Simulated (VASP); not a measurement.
Runs of VASP 6.6.1 on BaTiO3. The structure is that of space group Pm-3m (No. 221), or close to it. The cells are those of the table. 

```tsv
task	cell	gap on the mesh (eV)	pressure (GPa)	largest force (eV/Å)
single point	a = 4.037, b = 4.071, c = 4.071 Å, angles 89.8, 90.0, 90.0°, 5 atoms	1.67	-8.5	0.33
single point	a = 3.984, b = 3.978, c = 3.978 Å, angles 91.0, 90.0, 90.0°, 5 atoms	1.81	1.0	0.14
electric field gradients	a = 3.903, b = 3.936, c = 3.936 Å, angles 89.8, 90.0, 90.0°, 5 atoms	1.86	9.3	0.16
single point	a = 3.997, b = 4.032, c = 4.032 Å, angles 89.8, 90.0, 90.0°, 5 atoms	1.73	(b)	0.24
single point	a = 3.903, b = 3.936, c = 3.936 Å, angles 89.8, 90.0, 90.0°, 5 atoms	1.86	9.3	0.16
electric field gradients	a = 4.062, b = 4.097, c = 4.097 Å, angles 89.8, 90.0, 90.0°, 5 atoms	1.63	(c)	0.39
electric field gradients	a = 3.984, b = 3.978, c = 3.978 Å, angles 91.0, 90.0, 90.0°, 5 atoms	1.81	1.0	0.14
single point	a = 3.957, b = 3.991, c = 3.991 Å, angles 89.8, 90.0, 90.0°, 5 atoms	(a)	1.0	0.16
single point	a = 3.984, b = 4.039, c = 4.039 Å, angles 89.3, 90.0, 90.0°, 5 atoms	1.70	-4.1	0.26
```

Alike in all rows: level PBEsol; potentials or basis VASP PAW PBE potentials, release 64 (Ba_sv, Ti_sv, O); no spin polarisation; k mesh 8 × 8 × 8; cutoff (eV) 520; smearing fermi-dirac 0.05 eV.

Problem. Fill in the values left out.

Solution. (a) 1.78; (b) -4.2; (c) -11.0.

Caveats: the PAW data sets were made with another functional, which shifts forces and pressure a little; spin-orbit coupling is left out, which moves the levels of the heavy elements; the cell stands under tension (at least some runs); the cell stands under pressure (at least some runs).

A k mesh can miss the band edges, and the runs leave out spin-orbit coupling on Ba.
